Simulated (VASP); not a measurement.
# Ir (R-3m) in VASP: single point with PBE

Aim: the single point of Ir with PBE.

All numbers are computed with VASP 6.6.1; they aren't measurements. Logs are shortened: lines on timing, memory, paths and dates and some standing lists are left out, and cuts for length are marked.

## 1. The cell of the first run

The structure is trigonal, space group R-3m (No. 166). The conventional cell has a = 2.715 Å, b = 2.715 Å, c = 13.300 Å, α = 90.00°, β = 90.00°, γ = 120.00°. Within 3.4 Å of Ir (site symmetry 3m) lie 12 Ir at 2.59 to 2.84 Å.

## 2. Single point, PBE (atoms displaced along a vibrational mode)

Input file INCAR:

```
SYSTEM = Ir
ALGO = Fast
EDIFF = 1E-6
ENCUT = 520
GGA = PE
ISIF = 2
ISMEAR = 0
ISYM = 0
KPAR = 4
LASPH = .TRUE.
LCHARG = .TRUE.
LREAL = .FALSE.
LVHAR = .TRUE.
LWAVE = .FALSE.
NBANDS = 16
NELM = 60
PREC = Accurate
SIGMA = 0.15
```

Input file KPOINTS:

```
k-points
0
G
  24 24 20
  0 0 0
```

Input file POSCAR:

```
Ir
1.0
    0.0000000000     -1.9197000000     -1.9197000000
   -1.9197000000      0.0000000000     -1.9197000000
    1.9197000000      1.9197000000     -3.8394000000
Ir
2
Direct
    0.5056355823      0.5056355823      0.4830827984
   -0.0056355823     -0.0056355823      0.0169172016
```

Potentials or basis: VASP PAW PBE potentials, release 64 (Ir).

Run with:

```sh
$ cat potpaw_PBE.64/Ir/POTCAR > POTCAR
$ mpirun -np 4 vasp_std > vasp.out
```

OUTCAR:

```text
SYSTEM = Ir
   EDIFF = 1E-6
   ENCUT = 520
   GGA = PE
   ISIF = 2
   ISMEAR = 0
   ISYM = 0
   LASPH = .TRUE.
   LREAL = .FALSE.
   NELM = 60
   PREC = Accurate

 ion  position               nearest neighbor table
   1  0.506  0.506  0.483-   2 2.59   2 2.59   2 2.59   2 2.84   2 2.84   2 2.84
   2  0.994  0.994  0.017-   1 2.59   1 2.59   1 2.59   1 2.84   1 2.84   1 2.84

IMPORTANT INFORMATION: All symmetrisations will be switched off!
NOSYMM: (Re-)initialisation of all symmetry stuff for point group C_1.

----------------------------------------------------------------------------------------

                                     Primitive cell

  volume of cell :      28.2983

  direct lattice vectors                    reciprocal lattice vectors
     0.000000000 -1.919700000 -1.919700000     0.130228682 -0.390686045 -0.130228682
    -1.919700000  0.000000000 -1.919700000    -0.390686045  0.130228682 -0.130228682
     1.919700000  1.919700000 -3.839400000     0.130228682  0.130228682 -0.130228682

  length of vectors
     2.714865776  2.714865776  4.702285459     0.431919674  0.431919674  0.225562693

  position of ions in fractional coordinates (direct lattice)
     0.505635582  0.505635582  0.483082798
     0.994364418  0.994364418  0.016917202

  ion indices of the primitive-cell ions
   primitive index   ion index
                 1           1
                 2           2

----------------------------------------------------------------------------------------

 KPOINTS: k-points

Automatic generation of k-mesh.
 Grid dimensions read from file:
 generate k-points for:   24   24   20

 Generating k-lattice:

  Cartesian coordinates                     Fractional coordinates (reciprocal lattice)
     0.005426195 -0.016278585 -0.005426195     0.041666667  0.000000000 -0.000000000
    -0.016278585  0.005426195 -0.005426195     0.000000000  0.041666667 -0.000000000
     0.006511434  0.006511434 -0.006511434     0.000000000  0.000000000  0.050000000

  Length of vectors
     0.017996653  0.017996653  0.011278135

  Shift w.r.t. Gamma in fractional coordinates (k-lattice)
     0.000000000  0.000000000  0.000000000

 -----------------------------------------------------------------------------
|                                                                             |
|           W    W    AA    RRRRR   N    N  II  N    N   GGGG   !!!           |
|           W    W   A  A   R    R  NN   N  II  NN   N  G    G  !!!           |
|           W    W  A    A  R    R  N N  N  II  N N  N  G       !!!           |
|           W WW W  AAAAAA  RRRRR   N  N N  II  N  N N  G  GGG   !            |
|           WW  WW  A    A  R   R   N   NN  II  N   NN  G    G                |
|           W    W  A    A  R    R  N    N  II  N    N   GGGG   !!!           |
|                                                                             |
|     Your reciprocal lattice and k-lattice belong to different lattice       |
|     classes:                                                                |
|                                                                             |
|        The reciprocal lattice is rhombohedral (trigonal),                   |
|        whereas your k-lattice is base-centered monoclinic.                  |
|                                                                             |
|     Results are often still useful ...                                      |
|                                                                             |
 -----------------------------------------------------------------------------

 WARNING: IBZKPT: internal override: KBLOWUP is changed to .FALSE.
      ... skipping the blow-up phase ...

 Subroutine IBZKPT returns following result:
 ===========================================

 Found   5764 irreducible k-points:

 Following reciprocal coordinates:
            Coordinates               Weight
  0.000000  0.000000  0.000000      1.000000
  0.041667  0.000000  0.000000      2.000000
  0.083333  0.000000  0.000000      2.000000
  0.125000  0.000000 -0.000000      2.000000
  0.166667  0.000000  0.000000      2.000000
  0.208333  0.000000  0.000000      2.000000
[... 16 lines left out ...]
  0.375000  0.041667 -0.000000      2.000000
  0.416667  0.041667 -0.000000      2.000000
 [... further k-points ...]
   k-points           NKPTS =   5764   k-points in BZ     NKDIM =   5764   number of bands    NBANDS=     16
   number of dos      NEDOS =    301   number of ions     NIONS =      2
   total plane-waves  NPLWV =  14400
   dimension x,y,z NGX =    20 NGY =   20 NGZ =   36
   dimension x,y,z NGXF=    40 NGYF=   40 NGZF=   72
   ions per type =               2
   NGX,Y,Z   is equivalent  to a cutoff of  12.25, 12.25, 12.73 a.u.
   NGXF,Y,Z  is equivalent  to a cutoff of  24.49, 24.49, 25.46 a.u.
 SYSTEM =  Ir
   PREC   = accura    normal or accurate (medium, high low for compatibility)
   ISTART =      0    job   : 0-new  1-cont  2-samecut
   ICHARG =      2    charge: 1-file 2-atom 10-const
   ISPIN  =      1    spin polarized calculation?
   LNONCOLLINEAR =      F non collinear calculations
   LSORBIT =      F    spin-orbit coupling
   LASPH  =      T    aspherical Exc in radial PAW
   ENCUT  =  520.0 eV  38.22 Ry    6.18 a.u.   5.05  5.05  8.74*2*pi/ulx,y,z
   NELM   =     60;   NELMIN=  2; NELMDL= -5     # of ELM steps
   EDIFF  = 0.1E-05   stopping-criterion for ELM
   LREAL  =      F    real-space projection
   EDIFFG = 0.1E-04   stopping-criterion for IOM
   NSW    =      0    number of steps for IOM
   IBRION =     -1    ionic relax: 0-MD 1-quasi-New 2-CG
   NFREE  =      0    steps in history (QN), initial steepest desc. (CG)
   ISIF   =      2    stress and relaxation
   ISYM   =      0    0-nonsym 1-usesym 2-fastsym
   POTIM  = 0.5000    time-step for ionic-motion
   TEBEG  =    0.0;   TEEND  =   0.0 temperature during run
   PSTRESS=    0.0 pullay stress
   NELECT =      18.0000    total number of electrons
   NUPDOWN=      -1.0000    fix difference up-down
   EMIN   =  10.00;   EMAX   =-10.00  energy-range for DOS
   EFERMI =   0.00;   METHOD = LEGACY
   ISMEAR =     0;   SIGMA  =   0.15  broadening in eV -4-tet -1-fermi 0-gaus
   EFERMI_NEDOS =   21; number of points for ismear=-14 and -15
   IALGO  =     68    algorithm
   IMIX   =      4    mixing-type and parameters
     AMIX     =   0.40;   BMIX     =  1.00
     AMIX_MAG =   1.60;   BMIX_MAG =  1.00
  volume/ion in A,a.u.               =      14.15        95.48
  Fermi-wavevector in a.u.,A,eV,Ry     =   1.407923  2.660589 26.970118  1.982248
  Thomas-Fermi vector in A             =   2.530133
   LORBIT       =      0    0 simple, 1 ext, 2 COOP (PROOUT), +10 PAW based schemes
   GGA     = PE    functional components
   LHFCALC =     F    Hartree Fock is set to
   AEXX    =    0.0000 exact exchange contribution
   IVDW    =     0    specifies the selected vdW correction
   LEPSILON=     F    determine dielectric tensor
   LRPA    =     F    only Hartree local field effects (RPA)
 non-spin polarized calculation
 RMM-DIIS sequential band-by-band and
 Gauss-broadening in eV      SIGMA  =   0.15
  energy-cutoff  :      520.00
  volume of cell :       28.30
 maximum number of plane-waves:       780
   NGX = 11   NGY = 11   NGZ = 17

 number of electron      18.0000000 magnetization

 Free energy of the ion-electron system (eV)
  ---------------------------------------------------
  ext. energy  EPLUGINS =         0.00000000
  ---------------------------------------------------
  free energy    TOTEN  =       -17.51656281 eV

  energy without entropy =      -17.49552808  energy(sigma->0) =      -17.50604545

 E-fermi :  10.4483     XC(G=0): -13.9729

 val. band max:       10.4479442552   @ k =   0.0000  -0.1250   0.1500
 cond. band min:      10.4486798578   @ k =  -0.3750  -0.4167   0.3000
 fundamental gap:      0.0007356026
 Fermi energy:        10.4482583723

 k-point     1 :       0.0000    0.0000    0.0000
  band No.  band energies     occupation
      1      -0.7256      2.00000
      2       2.2312      2.00000
      3       6.3324      2.00000
      4       6.3324      2.00000
      5       6.4080      2.00000
      6       6.4080      2.00000
[... 8 lines left out ...]
     15      25.0299      0.00000
     16      30.3067      0.00000

 k-point     2 :       0.0417    0.0000    0.0000
  band No.  band energies     occupation
      1      -0.6543      2.00000
      2       2.2961      2.00000
      3       6.2563      2.00000
      4       6.3639      2.00000
      5       6.3844      2.00000
      6       6.4459      2.00000
[... 8 lines left out ...]
     15      25.1329      0.00000
     16      29.9617      0.00000

 k-point     3 :       0.0833    0.0000    0.0000
  band No.  band energies     occupation
      1      -0.4432      2.00000
      2       2.4860      2.00000
      3       6.0705      2.00000
      4       6.2309      2.00000
      5       6.5223      2.00000
      6       6.5718      2.00000
[... 8 lines left out ...]
     15      25.4319      0.00000
     16      29.1588      0.00000

 k-point     4 :       0.1250    0.0000   -0.0000
  band No.  band energies     occupation
      1      -0.1015      2.00000
      2       2.7857      2.00000
      3       5.8151      2.00000
      4       6.0278      2.00000
      5       6.6902      2.00000
      6       6.8231      2.00000
[... 8 lines left out ...]
     15      25.8948      0.00000
     16      28.2898      0.00000
[... 324 lines left out ...]
 k-point    22 :       0.3333    0.0417    0.0000
  band No.  band energies     occupation
      1       2.4479      2.00000
      2       3.9850      2.00000
      3       4.7714      2.00000
      4       5.2850      2.00000
      5       6.2816      2.00000
      6       6.7654      2.00000
[... 8 lines left out ...]
     15      24.9626      0.00000
     16      28.0158      0.00000

 k-point    23 :       0.3750    0.0417   -0.0000
  band No.  band energies     occupation
      1       2.8940      2.00000
      2       3.8720      2.00000
      3       4.6240      2.00000
      4       5.2419      2.00000
      5       6.4754      2.00000
      6       6.5650      2.00000
[... 8 lines left out ...]
     15      23.7946      0.00000
     16      27.6710      0.00000

 k-point    24 :       0.4167    0.0417   -0.0000
  band No.  band energies     occupation
      1       3.1610      2.00000
      2       3.7511      2.00000
      3       4.5213      2.00000
      4       5.2169      2.00000
      5       6.4488      2.00000
      6       6.7121      2.00000
[... 8 lines left out ...]
     15      22.9725      0.00000
     16      27.1733      0.00000

 [... further k-points ...]
[... 5 lines left out ...]
  --------------------------------------------------------------------------------------
  -------------------------------------------------------------------------------------
  Total        2.5603030      2.5603035      2.5596453      0.2699597     -0.2700047     -0.2700042
  in kB      144.9578906    144.9579203    144.9206508     15.2844340    -15.2869825    -15.2869566
  external PRESSURE =     144.9454872 kB  Pullay stress =       0.0000000 kB

 VOLUME and BASIS-vectors are now :
 -----------------------------------------------------------------------------
  energy-cutoff  :      520.00
  volume of cell :       28.30
      direct lattice vectors                 reciprocal lattice vectors
     0.000000000 -1.919700000 -1.919700000     0.130228682 -0.390686045 -0.130228682
    -1.919700000  0.000000000 -1.919700000    -0.390686045  0.130228682 -0.130228682
     1.919700000  1.919700000 -3.839400000     0.130228682  0.130228682 -0.130228682

 POSITION                                       TOTAL-FORCE (eV/Angst)
 -----------------------------------------------------------------------------------
     -0.04329     -0.04329     -3.79609         1.340972      1.340972     -1.341323
     -1.87641     -1.87641     -3.88271        -1.340972     -1.340972      1.341323
 -----------------------------------------------------------------------------------
    total drift:                                0.000003      0.000004     -0.000003

  FREE ENERGIE OF THE ION-ELECTRON SYSTEM (eV)
  ---------------------------------------------------
  free  energy   TOTEN  =       -17.5165628079 eV

  energy  without entropy=      -17.4955280832  energy(sigma->0) =      -17.50604545
```

It took 13 min on 4 MPI ranks of Oxide Virtual Turin-like, shared host; peak memory 2 GiB.

Results:

| Item | Value |
| --- | --- |
| Free energy | -17.5166 eV |
| Pressure | 14.5 GPa |
| Largest force | 2.323 eV/Å |
| Band gap on the k mesh | zero (bands 9 and 10 overlap by 2.72 eV) |

Forces on the atoms (eV/Å):
```
Ir   1.341  1.341 -1.341
Ir  -1.341 -1.341  1.341
```

Levels at points of the mesh, in eV from the Fermi level:
```csv
k point,band 6,band 7,band 8,band 9,band 10,band 11,band 12,band 13
"(0.00, 0.00, 0.00)",-4.04,-3.89,-1.23,-1.23,-0.68,0.91,0.91,6.88
"(0.50, 0.00, 0.00)",-3.59,-2.75,-1.34,0.91,1.10,3.70,4.00,7.45
"(0.00, 0.50, 0.00)",-3.59,-2.75,-1.34,0.91,1.10,3.70,4.00,7.45
"(0.50, 0.50, 0.00)",-0.80,0.68,0.81,0.82,1.40,1.48,1.84,7.16
"(0.00, 0.00, 0.50)",-3.68,-3.53,-3.53,-1.38,-1.38,-0.61,-0.60,12.44
"(0.50, 0.00, 0.50)",-0.80,0.68,0.81,0.82,1.40,1.48,1.84,7.16
"(0.00, 0.50, 0.50)",-0.80,0.68,0.81,0.82,1.40,1.48,1.84,7.16
"(0.50, 0.50, 0.50)",-3.59,-2.75,-1.34,0.91,1.10,3.70,4.00,7.45
```

Caveat: the cell differs from its parent crystal (atoms displaced along a vibrational mode); the cell stands under pressure; spin-orbit coupling is left out, which moves the levels of the heavy elements; forces of over 1 eV/Å act on the atoms, so gaps and moduli don't describe the material at rest.
